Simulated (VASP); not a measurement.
La16HO24 (a cell with a defect), 41 atoms in the cell. The cell holds a defect, 41 atoms: a = 7.881 Å, b = 7.881 Å, c = 12.376 Å, α = 90.00°, β = 90.00°, γ = 120.00°. 

| Item | Value |
| --- | --- |
| Program | VASP 6.6.1 |
| Task | single point |
| Functional | PBE |
| Potentials or basis | VASP PAW PBE potentials, release 64 (La, O, H) |
| Cutoff | 520 eV |
| k mesh | 1 × 1 × 1, shifted |
| Occupations | fermi-dirac, width 0.01 eV |
| Spin | no spin polarisation |
| Dipole correction | no |
| Charge | -1 |
| Further INCAR settings | LREAL = Auto; ALGO = Normal; EDIFF = 1e-07; NBANDS = 186; NELECT = 322.0 |

Potentials or basis: VASP PAW PBE potentials, release 64 (La, O, H).

Run with:

```sh
$ cat potpaw_PBE.64/La/POTCAR potpaw_PBE.64/O/POTCAR potpaw_PBE.64/H/POTCAR > POTCAR
$ mpirun -np 1 vasp_std > vasp.out
```

Hardware: 1 thread of Intel(R) Xeon(R) Platinum 8375C CPU @ 2.90GHz (Ice Lake), on a shared host.

Question: How long does it take, and how much memory?

Answer: Run time: 48 min on 1 thread of Intel(R) Xeon(R) Platinum 8375C CPU @ 2.90GHz (Ice Lake), with other jobs on the host, peak memory 1 GiB. Counts: scf iterations 23, k points 6.
